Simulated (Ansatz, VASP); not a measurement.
## One calculation of Zr, two programs

```
Zr
1.0
    -1.65957    1.65957    1.65957
     1.65957   -1.65957    1.65957
     1.65957    1.65957   -1.65957
Zr
1
Cartesian
  0.0000 0.0000 0.0000
```

Change from the starting cell: volume scaled by 0.8, PAW files.

Alike in both runs: task single point; functional PBE; k mesh 16 × 16 × 16; occupations fermi-dirac, width 0.05 eV; no spin polarisation.

```csv
,VASP,Ansatz
version,VASP 6.6.1,Ansatz 0.2.0
potentials or method,"VASP PAW PBE potentials, release 64 (Zr_sv)","PAW with Ansatz's default frozen-core files, scalar-relativistic"
plane-wave cutoff (eV),520,420
valence electrons in the cell,12,12
```

|  | VASP | Ansatz | Ansatz less VASP |
| --- | --- | --- | --- |
| pressure (GPa) | 27.1 | 27.0 | -0.13 |
